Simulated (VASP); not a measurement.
# MnO (P6_3mc) in VASP: single point with r2SCAN+U

Aim: the single point of MnO with r2SCAN+U.

Program: VASP 6.6.1. These are calculated values, not measurements. Logs are shortened: lines on timing, memory, paths and dates and some standing lists are left out, and cuts for length are marked.

**1. The cell of the first run**

Symmetry: P6_3mc, No. 186, hexagonal system. The conventional cell has a = 3.372 Å, b = 3.372 Å, c = 5.385 Å, α = 90.00°, β = 90.00°, γ = 120.00°. Within 2.6 Å of Mn (site symmetry 3m) lie 4 O at 1.96 to 2.08 Å. O (site symmetry 3m) has 4 Mn at 1.96 to 2.08 Å within 2.6 Å.

**2. Single point, r2SCAN+U, collinear spin, ferromagnetic start**

POSCAR reads:

```
MnO
1.0
    3.3717001900      0.0000000000      0.0000000000
   -1.6858500900      2.9199780200      0.0000000000
    0.0000000000      0.0000000000      5.3854988200
Mn O
2 2
Direct
    0.3333333333      0.6666666667      0.0109600000
    0.6666666667      0.3333333333      0.5109600000
    0.3333333333      0.6666666667      0.3754700000
    0.6666666667      0.3333333333      0.8754700000
```

INCAR.step1 reads:

```
ALGO = Normal ; EDIFF = 1E-4
ENCUT = 520 ; GGA = PE
ISMEAR = 0 ; ISPIN = 2
LASPH = True ; LCHARG = False
LDAU = True ; LDAUJ = 0 0
LDAUL = 2 -1 ; LDAUTYPE = 2
LDAUU = 4 0 ; LMAXMIX = 4
LREAL = False ; LWAVE = True
MAGMOM = 5 5 0 0 ; NBANDS = 31
NELM = 150 ; PREC = Accurate
SIGMA = 0.05
```

INCAR.step2 reads:

```
ALGO = Normal ; EDIFF = 1E-6
ENCUT = 520 ; ISIF = 2
ISMEAR = 0 ; ISPIN = 2
ISTART = 1 ; LASPH = True
LCHARG = True ; LDAU = True
LDAUJ = 0 0 ; LDAUL = 2 -1
LDAUPRINT = 1 ; LDAUTYPE = 2
LDAUU = 4 0 ; LELF = True
LMAXMIX = 4 ; LMIXTAU = True
LORBIT = 11 ; LREAL = False
LVHAR = True ; LWAVE = False
MAGMOM = 5 5 0 0 ; METAGGA = R2SCAN
NBANDS = 31 ; NELM = 150
PREC = Accurate ; SIGMA = 0.05
```

KPOINTS reads:

```
k-points
0
Gamma
  6 6 4
```

Potentials or basis: VASP PAW PBE potentials, release 64 (Mn_pv, O).

Command:

```
$ cat potpaw_PBE.64/Mn_pv/POTCAR potpaw_PBE.64/O/POTCAR > POTCAR
$ cp INCAR.step1 INCAR
$ mpirun -np 1 vasp_std > vasp.out
$ cp INCAR.step2 INCAR
$ mpirun -np 1 vasp_std > vasp.out
```

OUTCAR:

```text
EDIFF = 1E-6
   ENCUT = 520
   ISIF = 2
   ISMEAR = 0
   ISPIN = 2
   ISTART = 1
   LASPH = True
   LORBIT = 11
   LREAL = False
   METAGGA = R2SCAN
   NELM = 150
   PREC = Accurate

 ion  position               nearest neighbor table
   1  0.333  0.667  0.011-   3 1.96   4 2.08   4 2.08   4 2.08
   2  0.667  0.333  0.511-   4 1.96   3 2.08   3 2.08   3 2.08
   3  0.333  0.667  0.375-   1 1.96   2 2.08   2 2.08   2 2.08
   4  0.667  0.333  0.875-   2 1.96   1 2.08   1 2.08   1 2.08

  LATTYP: Found a hexagonal cell.
 ALAT       =     3.3717001900
 C/A-ratio  =     1.5972650344

  Lattice vectors:

 A1 = (   3.3717001900,   0.0000000000,   0.0000000000)
 A2 = (  -1.6858500900,   2.9199780200,   0.0000000000)
 A3 = (   0.0000000000,   0.0000000000,   5.3854988200)

Analysis of symmetry for initial positions (statically):
=====================================================================
 Subroutine PRICEL returns:
 Original cell was already a primitive cell.

 Routine SETGRP: Setting up the symmetry group for a
 hexagonal supercell.

 Subroutine GETGRP returns: Found 12 space group operations
 (whereof  6 operations were pure point group operations)
 out of a pool of 24 trial point group operations.

The static configuration has the point symmetry C_3v.
 The point group associated with its full space group is C_6v.

Analysis of symmetry for dynamics (positions and initial velocities):
=====================================================================
 Subroutine PRICEL returns:
 Original cell was already a primitive cell.

 Routine SETGRP: Setting up the symmetry group for a
 hexagonal supercell.

 Subroutine GETGRP returns: Found 12 space group operations
 (whereof  6 operations were pure point group operations)
 out of a pool of 24 trial point group operations.

The dynamic configuration has the point symmetry C_3v.
[... 217 lines left out ...]
  o =  0.0665  v =  0.0000  0.0000  0.0000  0.0000  0.0000 -0.0000 -0.0000  1.0000  0.0000  0.0000      0.0000  0.0000  0.0000  0.0000  0.0000  0.0000  0.0000  0.0000  0.0000  0.0000
  o =  0.9497  v = -0.6533  0.3465 -0.0000 -0.4671  0.4847  0.0000  0.0000  0.0000  0.0000  0.0000      0.0000  0.0000  0.0000  0.0000  0.0000  0.0000  0.0000  0.0000  0.0000  0.0000
  o =  0.9497  v = -0.4847 -0.4671 -0.0000 -0.3465 -0.6533  0.0000  0.0000  0.0000  0.0000  0.0000      0.0000  0.0000  0.0000  0.0000  0.0000  0.0000  0.0000  0.0000  0.0000  0.0000
  o =  0.9535  v =  0.0000 -0.0000 -1.0000  0.0000 -0.0000  0.0000  0.0000  0.0000  0.0000  0.0000      0.0000  0.0000  0.0000  0.0000  0.0000  0.0000  0.0000  0.0000  0.0000  0.0000
  o =  0.9560  v =  0.4671  0.4847 -0.0000 -0.6533 -0.3465  0.0000  0.0000  0.0000  0.0000  0.0000      0.0000  0.0000  0.0000  0.0000  0.0000  0.0000  0.0000  0.0000  0.0000  0.0000
  o =  0.9560  v = -0.3465  0.6533  0.0000  0.4847 -0.4671  0.0000  0.0000  0.0000  0.0000  0.0000      0.0000  0.0000  0.0000  0.0000  0.0000  0.0000  0.0000  0.0000  0.0000  0.0000

 number of electron      38.0000000 magnetization      10.0000001

 Free energy of the ion-electron system (eV)
  ---------------------------------------------------
  ext. energy  EPLUGINS =         0.00000000
  ---------------------------------------------------
  free energy    TOTEN  =       -46.79383400 eV

  energy without entropy =      -46.79383013  energy(sigma->0) =      -46.79383206

 E-fermi :   4.8405     XC(G=0): -11.1773

 val. band max:        4.7334035173   @ k =   0.0000   0.0000   0.0000
 cond. band min:       4.9399028112   @ k =   0.0000   0.0000   0.0000
 fundamental gap:      0.2064992939
 Fermi energy:         4.8404636554

 spin component 1

 k-point     1 :       0.0000    0.0000    0.0000
  band No.  band energies     occupation
      1     -46.9561      1.00000
      2     -46.9560      1.00000
      3     -46.9555      1.00000
      4     -46.9503      1.00000
      5     -46.9502      1.00000
      6     -46.9191      1.00000
[... 703 lines left out ...]
     30      13.7318      0.00000
     31      18.8944      0.00000
 Fermi energy:         4.8404636554

 spin component 2

 k-point     1 :       0.0000    0.0000    0.0000
  band No.  band energies     occupation
      1     -40.5296      1.00000
      2     -40.5156      1.00000
      3     -40.5155      1.00000
      4     -40.5070      1.00000
      5     -40.5069      1.00000
      6     -40.4724      1.00000
[... 703 lines left out ...]
     30      16.0466      0.00000
     31      20.5836      0.00000

------------------------ aborting loop because EDIFF is reached ----------------------------------------

  FORCE on cell =-STRESS in cart. coord.  units (eV):
  Direction    XX          YY          ZZ          XY          YZ          ZX
  --------------------------------------------------------------------------------------
  -------------------------------------------------------------------------------------
  Total        1.6642885      1.6642885      5.1127486      0.0000000      0.0000000      0.0000000
  in kB       50.2903593     50.2903594    154.4936200      0.0000001      0.0000000      0.0000000
  external PRESSURE =      85.0247796 kB  Pullay stress =       0.0000000 kB

 VOLUME and BASIS-vectors are now :
 -----------------------------------------------------------------------------
  energy-cutoff  :      520.00
  volume of cell :       53.02
      direct lattice vectors                 reciprocal lattice vectors
     3.371700190  0.000000000  0.000000000     0.296586275  0.171234165  0.000000000
    -1.685850090  2.919978020  0.000000000     0.000000000  0.342468331  0.000000000
     0.000000000  0.000000000  5.385498820     0.000000000  0.000000000  0.185683821

 POSITION                                       TOTAL-FORCE (eV/Angst)
 -----------------------------------------------------------------------------------
      0.00000      1.94665      0.05903        -0.000000      0.000000     -0.961911
      1.68585      0.97333      2.75177         0.000000      0.000000     -0.961911
      0.00000      1.94665      2.02209         0.000000      0.000000      0.961911
      1.68585      0.97333      4.71484         0.000000      0.000000      0.961911
 -----------------------------------------------------------------------------------
    total drift:                               -0.000000     -0.000000     -0.010278

  FREE ENERGIE OF THE ION-ELECTRON SYSTEM (eV)
  ---------------------------------------------------
  free  energy   TOTEN  =       -46.7938340004 eV

  energy  without entropy=      -46.7938301272  energy(sigma->0) =      -46.79383206

 total charge

# of ion       s       p       d       tot
------------------------------------------
    1        0.250   6.226   4.957  11.433
    2        0.250   6.226   4.957  11.433
    3        1.555   3.519   0.000   5.074
    4        1.555   3.519   0.000   5.074
--------------------------------------------------
tot          3.611  19.491   9.914  33.015

 magnetization (x)

# of ion       s       p       d       tot
------------------------------------------
    1        0.032   0.053   4.543   4.628
    2        0.032   0.053   4.543   4.628
    3        0.015   0.095   0.000   0.110
    4        0.015   0.095   0.000   0.110
--------------------------------------------------
tot          0.094   0.297   9.086   9.477
```

OUTCAR.step1:

```text
EDIFF = 1E-4
   ENCUT = 520
   GGA = PE
   ISMEAR = 0
[... 1681 lines left out ...]
      0.00000      1.94665      0.05903         0.000000      0.000000     -0.896317
      1.68585      0.97333      2.75177        -0.000000      0.000000     -0.896317
      0.00000      1.94665      2.02209        -0.000000      0.000000      0.896317
      1.68585      0.97333      4.71484         0.000000      0.000000      0.896317
 -----------------------------------------------------------------------------------
    total drift:                               -0.000000     -0.000000      0.002305

  FREE ENERGIE OF THE ION-ELECTRON SYSTEM (eV)
  ---------------------------------------------------
  free  energy   TOTEN  =       -30.5996228896 eV

  energy  without entropy=      -30.5995733291  energy(sigma->0) =      -30.59959811
```

OSZICAR.step1:

```text
N       E                     dE             d eps       ncg     rms          rms(c)
DAV:   1     0.459154488629E+03    0.45915E+03   -0.21385E+04  2620   0.145E+03
DAV:   2     0.355283623691E+01   -0.45560E+03   -0.42300E+03  2674   0.438E+02
DAV:   3    -0.329673008475E+02   -0.36520E+02   -0.35973E+02  2941   0.134E+02
DAV:   4    -0.335245681091E+02   -0.55727E+00   -0.55683E+00  2751   0.176E+01
DAV:   5    -0.335305989110E+02   -0.60308E-02   -0.60307E-02  2989   0.188E+00    0.226E+01
DAV:   6    -0.298736673917E+02    0.36569E+01   -0.22653E+01  3315   0.443E+01    0.189E+01
DAV:   7    -0.305595037318E+02   -0.68584E+00   -0.25810E+00  2604   0.171E+01    0.120E+01
DAV:   8    -0.305560454643E+02    0.34583E-02   -0.46585E-01  2842   0.488E+00    0.737E+00
DAV:   9    -0.305996490530E+02   -0.43604E-01   -0.56879E-02  2737   0.237E+00    0.110E+00
DAV:  10    -0.305989041592E+02    0.74489E-03   -0.17951E-02  2767   0.123E+00    0.218E-01
DAV:  11    -0.305993597661E+02   -0.45561E-03   -0.18474E-03  2800   0.292E-01    0.124E-01
DAV:  12    -0.305995462745E+02   -0.18651E-03   -0.83836E-05  2008   0.814E-02    0.452E-02
DAV:  13    -0.305996228896E+02   -0.76615E-04   -0.73237E-05  1940   0.596E-02
   1 F= -.30599623E+02 E0= -.30599598E+02  d E =-.495605E-04  mag=    10.0000
```

Wall time 3.3 min (1 thread of Intel Xeon Platinum 8375C at 2.90GHz (Ice Lake), shared host); peak memory 0.23 GiB.

What came out:

```yaml
Free_energy: -46.7938 eV
Pressure: 8.5 GPa
Largest_force: 0.962 eV/Å
Band_gap_on_the_k_mesh: 0.21 eV
Net_moment: 10.00 μB per cell
Site_moments: Mn +4.63; O +0.11 μB
Valence_electrons_inside_the_program's_atomic_spheres: Mn 11.43; O 5.07
```

Forces on the atoms (eV/Å):
```
Mn   0.000  0.000 -0.962
Mn   0.000  0.000 -0.962
O    0.000  0.000  0.962
O    0.000  0.000  0.962
```

Stress tensor (GPa, compression positive):
```
 5.03  0.00  0.00
 0.00  5.03  0.00
 0.00  0.00 15.45
```

Eigenvalues of the final occupation matrices:
| site | spin | trace | eigenvalues |
| --- | --- | --- | --- |
| site 1 d | 1 | 4.76 | 0.95 0.95 0.95 0.96 0.96 |
| site 1 d | 2 | 0.21 | 0.02 0.02 0.05 0.05 0.07 |
| site 2 d | 1 | 4.76 | 0.95 0.95 0.95 0.96 0.96 |
| site 2 d | 2 | 0.21 | 0.02 0.02 0.05 0.05 0.07 |

Caveat: the stress differs along the axes, from 5 to 15 GPa; semilocal functionals underestimate gaps, and a narrow one can read as zero; the PAW data sets were made with another functional, which shifts forces and pressure a little; the run started ferromagnetic, and an antiferromagnetic order may lie lower in energy. The state reached can hang on the start; a lower one may exist.
